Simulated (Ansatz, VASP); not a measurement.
## One calculation of Zn3In4O, two programs

```xyz
8
Lattice="4.1710 2.4081 2.8008 -4.1710 2.4081 2.8008 0.0000 -4.8163 2.8008" Properties=species:S:1:pos:R:3 pbc="T T T"
Zn    2.5628   -1.4796    5.4057
Zn    0.0000    2.9593    5.4057
Zn   -2.5628   -1.4796    5.4057
In    0.0000    0.0000    5.1891
In   -2.5571    1.4763    4.8800
In    0.0000   -2.9527    4.8800
In    2.5571    1.4763    4.8800
O     0.0000    0.0000    7.3961
```

Alike in both runs: task relaxation of cell and atoms; functional PBE; k mesh 6 × 6 × 6; occupations gaussian, width 0.1 eV; no spin polarisation.

|  | VASP | Ansatz |
| --- | --- | --- |
| version | VASP 6.6.1 | Ansatz 0.2.0 |
| potentials or method | VASP PAW PBE potentials, release 64 (Zn, In_d, O), cutoff 600 eV | scalar-relativistic, plane waves, PAW |
| valence electrons in the cell | 94 | 94 |

|  | VASP | Ansatz | Ansatz less VASP |
| --- | --- | --- | --- |
| gap on the k mesh at the Fermi level, each at its own relaxed structure (eV) | none | none | - |
| relaxed volume (Å³/atom) | 21.20 | 21.19 | -0.013 |
| relaxed length of the cell vector where the two differ most in proportion (Å) | 5.575 | 5.574 | -0.0016 |

A gap of «none» marks a metal or a gap that the smearing closes.
